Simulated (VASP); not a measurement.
A run of VASP 6.6.1:

INCAR

```
SYSTEM = AgBr
PREC     = Accurate       ! precision mode
ENCUT    = 500            ! plane-wave cutoff, eV
EDIFF    = 1E-7           ! SCF threshold, eV
ISMEAR   = -1             ! smearing method
SIGMA    = 0.02           ! smearing width, eV
LREAL    = .FALSE.        ! projectors in reciprocal space
LASPH    = .TRUE.         ! aspherical terms in the spheres
NELM     = 120            ! most SCF steps
ALGO     = Normal         ! electronic algorithm
ISIF     = 3              ! what is computed and relaxed
LWAVE    = .FALSE.        ! write WAVECAR
LCHARG   = .FALSE.        ! write CHGCAR
IBRION   = 2              ! ionic algorithm
NSW      = 80             ! ionic steps
EDIFFG   = -0.005         ! ionic threshold
GGA_COMPAT= .FALSE.      
NELMIN   = 4
```

Contents of KPOINTS:

```
Automatic mesh
0
G
  8 8 8
  0 0 0
```

Contents of POSCAR:

```
AgBr
1.0
    0.0000000000      2.9200236241      2.9200236241
    2.9200236241      0.0000000000      2.9200236241
    2.9200236241      2.9200236241      0.0000000000
Ag Br
1 1
Direct
    0.0000000000      0.0000000000      0.0000000000
    0.5000000000      0.5000000000      0.5000000000
```

Potentials or basis: VASP PAW LDA potentials, release 64 (Ag, Br).

Command:

```console
$ cat potpaw_LDA.64/Ag/POTCAR potpaw_LDA.64/Br/POTCAR > POTCAR
$ mpirun -np 1 vasp_std > vasp.out
```

Hardware: 1 thread of Intel Xeon 8259CL, on a shared host.

**Question.** How long does it take, and how much memory?

**Answer.** It took 41 s on 1 thread of Intel Xeon 8259CL, with other jobs on the host, peak memory 0.17 GiB. Counts: scf iterations 30, k points 29, ion steps 3.
